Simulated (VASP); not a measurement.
**SiC: relaxation of cell and atoms with PBE**

Crystal: SiC.

```
CELL_PARAMETERS angstrom
5.88904 0.00000 0.00000
0.00000 3.35314 0.00000
0.00000 0.00000 3.17497
ATOMIC_POSITIONS crystal
Si 0.75000 0.00000 0.35541
Si 0.00000 0.50000 0.00000
Si 0.25000 0.00000 0.64459
Si 0.50000 0.50000 0.00000
C 0.75000 0.50000 0.64459
C 0.00000 0.00000 0.00000
C 0.25000 0.50000 0.35541
C 0.50000 0.00000 0.00000
```

The cell was generated, and may not be a known phase.

```
Program                : VASP 6.6.1
Task                   : relaxation of cell and atoms
Functional             : PBE
Potentials or basis    : VASP PAW PBE potentials, release 64 (Si, C)
Cutoff                 : 600 eV
k mesh                 : 4 × 6 × 6
Occupations            : gaussian, width 0.1 eV
Spin                   : no spin polarisation
Dipole correction      : no
Further INCAR settings : ALGO = Normal; EDIFF = 1e-06; IBRION = 2; EDIFFG = -0.04; NSW = 90; ISIF = 3
```

```
Relaxed volume                        : 8.34 Å³/atom
Relaxed cell                          : a = 5.759 Å, b = 4.023 Å, c = 2.880 Å, α = 90.00°, β = 90.00°, γ = 90.00°
Space group after relaxing (to 0.1 Å) : Fm-3m (No. 225)
Energy gained by relaxing             : 783.1 meV/atom
Ionic steps                           : 20
Pressure after relaxing               : -0.4 GPa
Largest force after relaxing          : 0.030 eV/Å
Band gap on the k mesh                : zero (bands 16 and 17 overlap by 1.02 eV)
```

Forces in eV/Å, atoms in the order of the input:
```
Si   0.000  0.000 -0.030
Si   0.000  0.000  0.000
Si   0.000  0.000  0.030
Si   0.000  0.000  0.000
C    0.000  0.000 -0.010
C    0.000  0.000  0.000
C    0.000  0.000  0.010
C    0.000  0.000  0.000
```

Stress tensor (GPa, compression positive):
```
-0.57  0.00  0.00
 0.00 -0.31  0.00
 0.00  0.00 -0.30
```

Step by step:
```
step  energy change (eV)  largest force (eV/Å)  pressure (GPa)  volume (Å³)
   1              0.0000                5.2220           69.50        62.70
   2             -1.0632                0.1632          -36.96        97.75
   3             -4.2933                1.9600          -13.33        78.07
   4             -4.3055                2.0822          -11.15        77.31
   5             -4.3061                2.1339          -10.23        77.00
   6             -5.2320                1.3262           -6.33        72.84
   7             -5.7552                1.4040           19.97        62.75
   8             -5.8954                1.2770            6.61        66.39
   9             -5.9095                1.3302            9.29        65.46
  10             -6.1771                0.4740           -5.57        68.48
  11             -6.1797                0.5561           -4.45        68.15
  12             -6.2369                0.2491            1.20        66.37
  13             -6.2372                0.2375            0.75        66.49
  14             -6.2548                0.2042            0.11        66.60
  15             -6.2554                0.1955            0.00        66.63
  16             -6.2620                0.1204           -0.17        66.66
  17             -6.2625                0.0906           -0.23        66.68
  18             -6.2642                0.0586            0.29        66.54
  19             -6.2643                0.0575            0.40        66.51
  20             -6.2649                0.0303           -0.39        66.71
```

Final structure:
```
Si C
1.0
     5.75888    0.00000    0.00000
     0.00000    4.02268    0.00000
     0.00000    0.00000    2.87961
Si C
4 4
Direct
  0.75000 0.00000 0.50171
  0.00000 0.50000 0.00000
  0.25000 0.00000 0.49829
  0.50000 0.50000 0.00000
  0.75000 0.50000 0.50069
  0.00000 0.00000 0.00000
  0.25000 0.50000 0.49931
  0.50000 0.00000 0.00000
```

Levels at points of the mesh, in eV from the Fermi level:
| k point | band 13 | band 14 | band 15 | band 16 | band 17 | band 18 | band 19 | band 20 |
| --- | --- | --- | --- | --- | --- | --- | --- | --- |
| (0.00, 0.00, 0.00) | -1.41 | -1.17 | -0.14 | 0.05 | 0.05 | 2.46 | 3.89 | 3.89 |
| (0.50, 0.00, 0.00) | -2.27 | -2.27 | 0.08 | 0.08 | 0.99 | 0.99 | 7.38 | 7.38 |
| (0.00, 0.50, 0.00) | -1.09 | -1.09 | -1.02 | -1.02 | 2.61 | 2.61 | 4.61 | 4.61 |
| (0.50, 0.50, 0.00) | -1.73 | -1.73 | -1.73 | -1.73 | 3.87 | 3.87 | 3.87 | 3.87 |
| (0.00, 0.00, 0.50) | -4.16 | -4.16 | -1.41 | -1.41 | -0.91 | -0.91 | 2.57 | 2.57 |
| (0.50, 0.00, 0.50) | -4.67 | -4.67 | -4.67 | -4.67 | 2.10 | 2.10 | 2.12 | 2.12 |
| (0.00, 0.50, 0.50) | -1.09 | -1.09 | -1.02 | -1.02 | 4.67 | 4.67 | 5.09 | 5.09 |
| (0.50, 0.50, 0.50) | -3.34 | -3.34 | -3.34 | -3.34 | 4.01 | 4.01 | 4.01 | 4.01 |

Wall time 5.1 min on 1 thread of Intel(R) Xeon(R) 6975P-C (Granite Rapids) (shared host), peak memory 0.22 GiB.

Caveat: a cell axis changed by over 15 % at a fixed basis, so the end point is rough.
